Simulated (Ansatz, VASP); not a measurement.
## TiO2: VASP beside Ansatz

```
Ti O
1.0
     4.68410    0.00000    0.00000
     0.00000    4.68410    0.00000
     0.00000    0.00000    3.01703
Ti O
2 4
Direct
  0.00000 0.00000 0.00000
  0.50000 0.50000 0.50000
  0.30600 0.30600 0.00000
  0.19400 0.80600 0.50000
  0.69400 0.69400 0.00000
  0.80600 0.19400 0.50000
```

Change from the starting cell: volume scaled by 1.06, crystal datasets.

Alike in both runs: task electric field gradients; functional PBE; k mesh 7 × 7 × 10; occupations fermi-dirac, width 0.05 eV; no spin polarisation.

```csv
,VASP,Ansatz
version,VASP 6.6.1,Ansatz 0.2.0
potentials or method,"VASP PAW PBE potentials, release 64 (Ti_sv, O), cutoff 520 eV","all-electron PAW with datasets made for the crystal, scalar-relativistic"
```

|  | VASP | Ansatz | Ansatz less VASP |
| --- | --- | --- | --- |
| pressure (GPa) | -6.9 | -7.5 | -0.58 |
| traceless stress, the component that is largest in VASP (GPa) | -2.69 | -2.91 | -0.220 |
| rms of the force components (eV/Å) | 0.018 | 0.030 | +0.0121 |
| size of Vzz on the site where it differs most (V/Å²) | 24.8 | 25.1 | +0.34 |

Atom by atom the forces differ by 0.012 eV/Å (rms over components). Ansatz ran all-electron here, and VASP with PAW potentials.
